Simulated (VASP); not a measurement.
# Ca (P-6m2) in VASP: single point with PBE

Aim: the single point of Ca with PBE.

All numbers are computed with VASP 6.6.1; they aren't measurements. Logs are shortened: lines on timing, memory, paths and dates and some standing lists are left out, and cuts for length are marked.

### 1 The cell of the first run

Symmetry: P-6m2, No. 187, hexagonal system. Conventional cell: a = 3.865 Å, b = 3.865 Å, c = 12.761 Å, α = 90.00°, β = 90.00°, γ = 120.00°. Ca (site symmetry 3m) has 12 Ca at 3.78 to 4.01 Å within 5.0 Å. Ca (site symmetry -6m2) has 12 Ca at 3.86 to 4.01 Å within 5.1 Å. Within 5.0 Å of Ca (site symmetry -6m2) lie 12 Ca at 3.78 to 3.86 Å.

### 2 Single point, PBE (strained and its atoms moved)

File INCAR:

```
SYSTEM = Ca
ALGO     = Fast           ! electronic algorithm
EDIFF    = 1E-6           ! SCF threshold, eV
ENCUT    = 520            ! plane-wave cutoff, eV
GGA      = PE             ! functional
ISIF     = 2              ! what is computed and relaxed
ISMEAR   = 0              ! smearing method
LASPH    = .TRUE.         ! aspherical terms in the spheres
LCHARG   = .FALSE.        ! write CHGCAR
LREAL    = .FALSE.        ! projectors in reciprocal space
LWAVE    = .FALSE.        ! write WAVECAR
NBANDS   = 28             ! bands
NELM     = 80             ! most SCF steps
PREC     = Accurate       ! precision mode
SIGMA    = 0.1            ! smearing width, eV
```

File KPOINTS:

```
k-points
0
G
  12 12 4
  0 0 0
```

File POSCAR:

```
Ca
1.0
    3.8649480004      0.0000000000      0.0000000000
   -1.9324740001      3.3471431526      0.0000000000
    0.0000000000      0.0000000000     12.7613179033
Ca
4
Direct
    0.0000000000      0.0000000000     -0.0109889447
    0.3333333300      0.6666666700      0.2500000000
    0.0000000000      0.0000000000      0.5109889447
    0.6666666700      0.3333333300      0.7500000000
```

Potentials or basis: VASP PAW PBE potentials, release 64 (Ca_sv).

Launch:

```sh
$ cat potpaw_PBE.64/Ca_sv/POTCAR > POTCAR
$ mpirun -np 1 vasp_std > vasp.out
```

OUTCAR:

```text
SYSTEM = Ca
   EDIFF = 1E-6
   ENCUT = 520
   GGA = PE
   ISIF = 2
   ISMEAR = 0
   LASPH = .TRUE.
   LREAL = .FALSE.
   NELM = 80
   PREC = Accurate

 ion  position               nearest neighbor table
   1  0.000  0.000  0.989-
   2  0.333  0.667  0.250-
   3  0.000  0.000  0.511-
   4  0.667  0.333  0.750-

  LATTYP: Found a hexagonal cell.
 ALAT       =     3.8649480004
 C/A-ratio  =     3.3018084336

  Lattice vectors:

 A1 = (   3.8649480004,   0.0000000000,   0.0000000000)
 A2 = (  -1.9324740001,   3.3471431526,   0.0000000000)
 A3 = (   0.0000000000,   0.0000000000,  12.7613179033)

Analysis of symmetry for initial positions (statically):
=====================================================================
 Subroutine PRICEL returns:
 Original cell was already a primitive cell.

 Routine SETGRP: Setting up the symmetry group for a
 hexagonal supercell.

 Subroutine GETGRP returns: Found 12 space group operations
 (whereof  6 operations were pure point group operations)
 out of a pool of 24 trial point group operations.

The static configuration has the point symmetry C_3v.
 The point group associated with its full space group is D_3h.

Analysis of symmetry for dynamics (positions and initial velocities):
=====================================================================
 Subroutine PRICEL returns:
 Original cell was already a primitive cell.

 Routine SETGRP: Setting up the symmetry group for a
 hexagonal supercell.

 Subroutine GETGRP returns: Found 12 space group operations
 (whereof  6 operations were pure point group operations)
 out of a pool of 24 trial point group operations.

The dynamic configuration has the point symmetry C_3v.
 The point group associated with its full space group is D_3h.

 Subroutine INISYM returns: Found 12 space group operations
 (whereof  6 operations are pure point group operations),
 and found     1 'primitive' translations

----------------------------------------------------------------------------------------

                                     Primitive cell

  volume of cell :     165.0872

  direct lattice vectors                    reciprocal lattice vectors
[... 86 lines left out ...]
   LNONCOLLINEAR =      F non collinear calculations
   LSORBIT =      F    spin-orbit coupling
   LASPH  =      T    aspherical Exc in radial PAW
   ENCUT  =  520.0 eV  38.22 Ry    6.18 a.u.   7.19  7.19 23.73*2*pi/ulx,y,z
   NELM   =     80;   NELMIN=  2; NELMDL= -5     # of ELM steps
   EDIFF  = 0.1E-05   stopping-criterion for ELM
   LREAL  =      F    real-space projection
   EDIFFG = 0.1E-04   stopping-criterion for IOM
   NSW    =      0    number of steps for IOM
   IBRION =     -1    ionic relax: 0-MD 1-quasi-New 2-CG
   NFREE  =      0    steps in history (QN), initial steepest desc. (CG)
   ISIF   =      2    stress and relaxation
   ISYM   =      2    0-nonsym 1-usesym 2-fastsym
   POTIM  = 0.5000    time-step for ionic-motion
   TEBEG  =    0.0;   TEEND  =   0.0 temperature during run
   PSTRESS=    0.0 pullay stress
   NELECT =      40.0000    total number of electrons
   NUPDOWN=      -1.0000    fix difference up-down
   EMIN   =  10.00;   EMAX   =-10.00  energy-range for DOS
   EFERMI =   0.00;   METHOD = LEGACY
   ISMEAR =     0;   SIGMA  =   0.10  broadening in eV -4-tet -1-fermi 0-gaus
   EFERMI_NEDOS =   21; number of points for ismear=-14 and -15
   IALGO  =     68    algorithm
   IMIX   =      4    mixing-type and parameters
     AMIX     =   0.40;   BMIX     =  1.00
     AMIX_MAG =   1.60;   BMIX_MAG =  1.00
  volume/ion in A,a.u.               =      41.27       278.52
  Fermi-wavevector in a.u.,A,eV,Ry     =   1.020603  1.928661 14.172254  1.041631
  Thomas-Fermi vector in A             =   2.154182
   LORBIT       =      0    0 simple, 1 ext, 2 COOP (PROOUT), +10 PAW based schemes
   GGA     = PE    functional components
   LHFCALC =     F    Hartree Fock is set to
   AEXX    =    0.0000 exact exchange contribution
   IVDW    =     0    specifies the selected vdW correction
   LEPSILON=     F    determine dielectric tensor
   LRPA    =     F    only Hartree local field effects (RPA)
 non-spin polarized calculation
 RMM-DIIS sequential band-by-band and
 Gauss-broadening in eV      SIGMA  =   0.10
  energy-cutoff  :      520.00
  volume of cell :      165.09
 maximum number of plane-waves:      4473
 NGX is ok and might be reduce to    30
   NGX = 15   NGY = 15   NGZ = 47

 number of electron      39.9999995 magnetization

 Free energy of the ion-electron system (eV)
  ---------------------------------------------------
  ext. energy  EPLUGINS =         0.00000000
  ---------------------------------------------------
  free energy    TOTEN  =        -7.67029706 eV

  energy without entropy =       -7.64433467  energy(sigma->0) =       -7.65731586

 E-fermi :   2.0912     XC(G=0):  -7.8011

 val. band max:        2.0845684581   @ k =   0.3333   0.3333   0.5000
 cond. band min:       2.0931863296   @ k =   0.3333   0.1667   0.0000
 fundamental gap:      0.0086178715
 Fermi energy:         2.0912470922

 k-point     1 :       0.0000    0.0000    0.0000
  band No.  band energies     occupation
      1     -40.0203      2.00000
      2     -39.8964      2.00000
      3     -39.8960      2.00000
      4     -39.7789      2.00000
      5     -21.0167      2.00000
      6     -20.9493      2.00000
[... 733 lines left out ...]
     27       4.0089      0.00000
     28       4.2095      0.00000

 [... further k-points ...]

------------------------ aborting loop because EDIFF is reached ----------------------------------------

  FORCE on cell =-STRESS in cart. coord.  units (eV):
  Direction    XX          YY          ZZ          XY          YZ          ZX
  --------------------------------------------------------------------------------------
  -------------------------------------------------------------------------------------
  Total        0.5589059      0.5589059      0.4917613      0.0000000      0.0000000      0.0000000
  in kB        5.4242009      5.4242009      4.7725603      0.0000000      0.0000000      0.0000000
  external PRESSURE =       5.2069874 kB  Pullay stress =       0.0000000 kB

 VOLUME and BASIS-vectors are now :
 -----------------------------------------------------------------------------
  energy-cutoff  :      520.00
  volume of cell :      165.09
      direct lattice vectors                 reciprocal lattice vectors
     3.864948000  0.000000000  0.000000000     0.258735693  0.149381122  0.000000000
    -1.932474000  3.347143153  0.000000000     0.000000000  0.298762244  0.000000000
     0.000000000  0.000000000 12.761317903     0.000000000  0.000000000  0.078361812

 POSITION                                       TOTAL-FORCE (eV/Angst)
 -----------------------------------------------------------------------------------
      0.00000      0.00000     12.62108        -0.000000     -0.000000      0.287160
     -0.00000      2.23143      3.19033        -0.000000      0.000000     -0.000000
      0.00000      0.00000      6.52089        -0.000000     -0.000000     -0.287160
      1.93247      1.11571      9.57099         0.000000     -0.000000     -0.000000
 -----------------------------------------------------------------------------------
    total drift:                                0.000000     -0.000000      0.000000

  FREE ENERGIE OF THE ION-ELECTRON SYSTEM (eV)
  ---------------------------------------------------
  free  energy   TOTEN  =        -7.6702970590 eV

  energy  without entropy=       -7.6443346692  energy(sigma->0) =       -7.65731586
```

Wall time 4.2 min (1 thread of Intel Xeon 6975P-C (Granite Rapids), shared host); peak memory 0.4 GiB.

Results:

```yaml
Free_energy: -7.6703 eV
Pressure: 0.5 GPa
Largest_force: 0.287 eV/Å
Band_gap_on_the_k_mesh: zero (bands 20 and 21 overlap by 0.45 eV)
```

Forces in eV/Å, atoms in the order of the input:
```
Ca   0.000  0.000  0.287
Ca   0.000  0.000  0.000
Ca   0.000  0.000 -0.287
Ca   0.000  0.000  0.000
```

Levels at points of the mesh, in eV from the Fermi level:
| k point | band 18 | band 19 | band 20 | band 21 | band 22 | band 23 |
| --- | --- | --- | --- | --- | --- | --- |
| (0.00, 0.00, 0.00) | -3.09 | -3.08 | -1.08 | -0.23 | 1.31 | 1.40 |
| (0.50, 0.00, 0.00) | -0.83 | -0.71 | -0.58 | -0.02 | 0.09 | 0.42 |
| (0.00, 0.00, 0.50) | -3.79 | -2.04 | -1.93 | 0.41 | 0.64 | 1.87 |
| (0.50, 0.00, 0.50) | -0.93 | -0.69 | -0.61 | 0.04 | 0.08 | 0.44 |

Caveat: the cell differs from its parent crystal (strained and its atoms moved).
